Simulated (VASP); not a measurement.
# InSe (Amm2) in VASP: further runs, part 2 of 2

VASP 6.6.1.

## (4) Single point, PBE+D3(BJ) (all In atoms moved -0.050 Å, as atom 1 along Cartesian [0 1 0])

The input, INCAR:

```
PREC     = Accurate       # precision mode
ENCUT    = 520            # plane-wave cutoff, eV
EDIFF    = 1E-6           # SCF threshold, eV
ISMEAR   = 0              # smearing method
SIGMA    = 0.03           # smearing width, eV
LREAL    = F              # projectors in reciprocal space
LASPH    = T              # aspherical terms in the spheres
NELM     = 80             # most SCF steps
ALGO     = Normal         # electronic algorithm
ISIF     = 2              # what is computed and relaxed
LWAVE    = F              # write WAVECAR
LCHARG   = F              # write CHGCAR
GGA      = PE             # functional
IVDW     = 12             # dispersion correction
NBANDS   = 48             # bands
```

The input, KPOINTS:

```
regular mesh
0
Gamma
  12 12 2
```

The input, POSCAR:

```
InSe
1.0
    4.0317714860      0.0000000000      0.0000000000
   -2.0158857430      3.4916165292      0.0000000000
    0.0000000000      0.0000000000     16.7623717135
In Se
4 4
Direct
    0.3261733260      0.6523466520      0.1666581949
    0.6595066593      0.3190133186      0.6666581949
    0.3261733260      0.6523466520      0.3333418051
    0.6595066593      0.3190133186      0.8333418051
    0.3333333333      0.6666666667      0.5898711344
    0.6666666667      0.3333333333      0.0898711344
    0.3333333333      0.6666666667      0.9101288656
    0.6666666667      0.3333333333      0.4101288656
```

Potentials or basis: VASP PAW PBE potentials, release 64 (In_d, Se).

On the command line:

```
$ cat potpaw_PBE.64/In_d/POTCAR potpaw_PBE.64/Se/POTCAR > POTCAR
$ mpirun -np 1 vasp_std > vasp.out
```

OUTCAR:

```text
PREC = Accurate
   ENCUT = 520
   EDIFF = 1E-6
   ISMEAR = 0
   LREAL = F
   LASPH = T
   NELM = 80
   ISIF = 2
   GGA = PE
   IVDW = 12
 IVDW          = 12

 ion  position               nearest neighbor table
   1  0.326  0.652  0.167-   6 2.64   6 2.64   6 2.70   3 2.79
   2  0.660  0.319  0.667-   5 2.62   5 2.68   5 2.68   4 2.79
   3  0.326  0.652  0.333-   8 2.64   8 2.64   8 2.70   1 2.79
   4  0.660  0.319  0.833-   7 2.62   7 2.68   7 2.68   2 2.79
[... 1446 lines left out ...]
  -------------------------------------------------------------------------------------
  Total       0.09130     0.15512     0.11700     0.00000     0.00000     0.00000
  in kB       0.61990     1.05320     0.79439     0.00000     0.00000     0.00000
  external pressure =        0.82 kB  Pullay stress =        0.00 kB

 VOLUME and BASIS-vectors are now :
 -----------------------------------------------------------------------------
  energy-cutoff  :      520.00
  volume of cell :      235.97
      direct lattice vectors                 reciprocal lattice vectors
     4.031771486  0.000000000  0.000000000     0.248029930  0.143200147  0.000000000
    -2.015885743  3.491616529  0.000000000     0.000000000  0.286400294  0.000000000
     0.000000000  0.000000000 16.762371713     0.000000000  0.000000000  0.059657429

 POSITION                                       TOTAL-FORCE (eV/Angst)
 -----------------------------------------------------------------------------------
      0.00000      2.27774      2.79359         0.000000      0.235636      0.029982
      2.01589      1.11387     11.17477        -0.000000      0.266511      0.031264
      0.00000      2.27774      5.58760         0.000000      0.235636     -0.029982
      2.01589      1.11387     13.96879        -0.000000      0.266511     -0.031264
     -0.00000      2.32774      9.88764         0.000000     -0.266603     -0.028909
      2.01589      1.16387      1.50645         0.000000     -0.235544     -0.027656
     -0.00000      2.32774     15.25592         0.000000     -0.266603      0.028909
      2.01589      1.16387      6.87473         0.000000     -0.235544      0.027656
 -----------------------------------------------------------------------------------
    total drift:                                0.000000     -0.000036     -0.000000

  FREE ENERGIE OF THE ION-ELECTRON SYSTEM (eV)
  ---------------------------------------------------
  free  energy   TOTEN  =       -30.6702034459 eV

  energy  without entropy=      -30.6702034459  energy(sigma->0) =      -30.67020345
```

It took 23 min on 1 thread of Oxide Virtual Turin-like, shared host; peak memory 0.81 GiB.

What came out:

```
Free energy                : -30.6702 eV
Pressure                   : 0.1 GPa
Largest force              : 0.268 eV/Å
Band gap on the k mesh     : 0.36 eV
Dispersion energy per atom : -0.297 eV
```

Forces in eV/Å, atoms in the order of the input:
```
In   0.000  0.236  0.030
In   0.000  0.267  0.031
In   0.000  0.236 -0.030
In   0.000  0.267 -0.031
Se   0.000 -0.267 -0.029
Se   0.000 -0.236 -0.028
Se   0.000 -0.267  0.029
Se   0.000 -0.236  0.028
```

Caveat: the cell differs from its parent crystal (all In atoms moved -0.050 Å, as atom 1 along Cartesian [0 1 0]); spin-orbit coupling is left out, which moves the levels of the heavy elements.

## (5) Single point, PBE+D3(BJ) (all In atoms moved -0.100 Å, as atom 1 along Cartesian [0 1 0])

The input, INCAR:

```
PREC = Accurate
ENCUT = 520
EDIFF = 1E-6
ISMEAR = 0
SIGMA = 0.03
LREAL = False
LASPH = True
NELM = 60
ALGO = Normal
ISIF = 2
LWAVE = False
LCHARG = True
GGA = PE
IVDW = 12
LELF = True
LVHAR = True
NBANDS = 48
```

KPOINTS is that of step 4.

The input, POSCAR:

```
InSe
1.0
    4.0317714860      0.0000000000      0.0000000000
   -2.0158857430      3.4916165292      0.0000000000
    0.0000000000      0.0000000000     16.7623717135
In Se
4 4
Direct
    0.3190133186      0.6380266373      0.1666581949
    0.6523466520      0.3046933039      0.6666581949
    0.3190133186      0.6380266373      0.3333418051
    0.6523466520      0.3046933039      0.8333418051
    0.3333333333      0.6666666667      0.5898711344
    0.6666666667      0.3333333333      0.0898711344
    0.3333333333      0.6666666667      0.9101288656
    0.6666666667      0.3333333333      0.4101288656
```

Potentials or basis: VASP PAW PBE potentials, release 64 (In_d, Se).

On the command line:

```
$ cat potpaw_PBE.64/In_d/POTCAR potpaw_PBE.64/Se/POTCAR > POTCAR
$ mpirun -np 1 vasp_std > vasp.out
```

OUTCAR:

```text
PREC = Accurate
   ENCUT = 520
   EDIFF = 1E-6
   ISMEAR = 0
   LREAL = False
   LASPH = True
   NELM = 60
   ISIF = 2
   GGA = PE
   IVDW = 12
 IVDW          = 12

 ion  position               nearest neighbor table
   1  0.319  0.638  0.167-   6 2.62   6 2.62   6 2.75   3 2.79
   2  0.652  0.305  0.667-   5 2.57   5 2.71   5 2.71   4 2.79
   3  0.319  0.638  0.333-   8 2.62   8 2.62   8 2.75   1 2.79
   4  0.652  0.305  0.833-   7 2.57   7 2.71   7 2.71   2 2.79
   5  0.333  0.667  0.590-   2 2.57   2 2.71   2 2.71
   6  0.667  0.333  0.090-   1 2.62   1 2.62   1 2.75
   7  0.333  0.667  0.910-   4 2.57   4 2.71   4 2.71
   8  0.667  0.333  0.410-   3 2.62   3 2.62   3 2.75

  LATTYP: Found a hexagonal cell.
 ALAT       =     4.0317714860
 C/A-ratio  =     4.1575698850

  Lattice vectors:

 A1 = (   4.0317714860,   0.0000000000,   0.0000000000)
 A2 = (  -2.0158857430,   3.4916165292,   0.0000000000)
 A3 = (   0.0000000000,   0.0000000000,  16.7623717135)
[... 193 lines left out ...]
 cond. band min:       4.3750243388   @ k =   0.0000   0.0000   0.0000
 fundamental gap:      0.3593801543
 Fermi energy:         4.1904688114

 k-point     1 :       0.0000    0.0000    0.0000
  band No.  band energies     occupation
      1     -10.7809      2.00000
      2     -10.7794      2.00000
      3     -10.6236      2.00000
      4     -10.6059      2.00000
      5     -10.5967      2.00000
      6     -10.5838      2.00000
[... 1213 lines left out ...]
     47       8.3062      0.00000
     48       8.6160      0.00000

 [... further k-points ...]

------------------------ aborting loop because EDIFF is reached ----------------------------------------

 Edisp (eV)   -2.37465

 E8    (eV) :    -1.0881

  FORCE on cell =-STRESS in cart. coord.  units (eV):
  Direction    XX          YY          ZZ          XY          YZ          ZX
  --------------------------------------------------------------------------------------
  -------------------------------------------------------------------------------------
  Total       0.23421     0.47232     0.37151     0.00000     0.00000     0.00000
  in kB       1.59025     3.20693     2.52246     0.00000     0.00000     0.00000
  external pressure =        2.44 kB  Pullay stress =        0.00 kB

 VOLUME and BASIS-vectors are now :
 -----------------------------------------------------------------------------
  energy-cutoff  :      520.00
  volume of cell :      235.97
      direct lattice vectors                 reciprocal lattice vectors
     4.031771486  0.000000000  0.000000000     0.248029930  0.143200147  0.000000000
    -2.015885743  3.491616529  0.000000000     0.000000000  0.286400294  0.000000000
     0.000000000  0.000000000 16.762371713     0.000000000  0.000000000  0.059657429

 POSITION                                       TOTAL-FORCE (eV/Angst)
 -----------------------------------------------------------------------------------
     -0.00000      2.22774      2.79359        -0.000000      0.442186      0.070969
      2.01589      1.06387     11.17477         0.000000      0.566149      0.081221
     -0.00000      2.22774      5.58760        -0.000000      0.442186     -0.070969
      2.01589      1.06387     13.96879         0.000000      0.566149     -0.081221
     -0.00000      2.32774      9.88764        -0.000000     -0.566442     -0.079472
      2.01589      1.16387      1.50645         0.000000     -0.441894     -0.069415
     -0.00000      2.32774     15.25592        -0.000000     -0.566442      0.079472
      2.01589      1.16387      6.87473         0.000000     -0.441894      0.069415
 -----------------------------------------------------------------------------------
    total drift:                               -0.000001      0.000399     -0.000001

  FREE ENERGIE OF THE ION-ELECTRON SYSTEM (eV)
  ---------------------------------------------------
  free  energy   TOTEN  =       -30.5947449303 eV

  energy  without entropy=      -30.5947449303  energy(sigma->0) =      -30.59474493
```

It took 17 min on 1 thread of Oxide Virtual Turin-like, shared host; peak memory 0.8 GiB.

What came out:

```
Free energy                : -30.5947 eV
Pressure                   : 0.2 GPa
Largest force              : 0.572 eV/Å
Band gap on the k mesh     : 0.36 eV
Dispersion energy per atom : -0.297 eV
```

Forces in eV/Å, atoms in the order of the input:
```
In   0.000  0.442  0.071
In   0.000  0.566  0.081
In   0.000  0.442 -0.071
In   0.000  0.566 -0.081
Se   0.000 -0.566 -0.079
Se   0.000 -0.442 -0.069
Se   0.000 -0.566  0.079
Se   0.000 -0.442  0.069
```

Levels at points of the mesh, in eV from the valence-band top:
```
           k point  band 36  band 37  band 38  band 39  band 40  band 41
(0.00, 0.00, 0.00)    -1.05    -1.05     0.00     0.36     1.73     2.12
(0.50, 0.00, 0.00)    -2.06    -1.95    -1.34     1.12     1.19     1.90
(0.00, 0.50, 0.00)    -2.07    -1.97    -1.32     1.11     1.20     1.93
(0.00, 0.00, 0.50)    -1.06    -0.92    -0.92     1.22     1.22     2.13
(0.50, 0.00, 0.50)    -2.02    -1.76    -1.63     1.42     1.46     1.57
(0.00, 0.50, 0.50)    -2.02    -1.84    -1.57     1.40     1.46     1.61
```

Caveat: the cell differs from its parent crystal (all In atoms moved -0.100 Å, as atom 1 along Cartesian [0 1 0]); spin-orbit coupling is left out, which moves the levels of the heavy elements.

## (6) The runs side by side

```tsv
cell	gap on the mesh (eV)	pressure (GPa)	largest force (eV/Å)
as given, atomic positions A	0.36	0.0	0.13
as given, atomic positions B	0.36	0.1	0.42
as given, atomic positions C	0.36	0.1	0.27
as given, atomic positions D	0.36	0.2	0.57
```

Alike in all rows: task single point; level PBE+D3(BJ); potentials or basis VASP PAW PBE potentials, release 64 (In_d, Se); no spin polarisation; k mesh 12 × 12 × 2; cutoff (eV) 520; smearing gaussian 0.03 eV.

Caveats: spin-orbit coupling is left out, which moves the levels of the heavy elements.

Absolute energies hang on the potentials; compare differences alone.
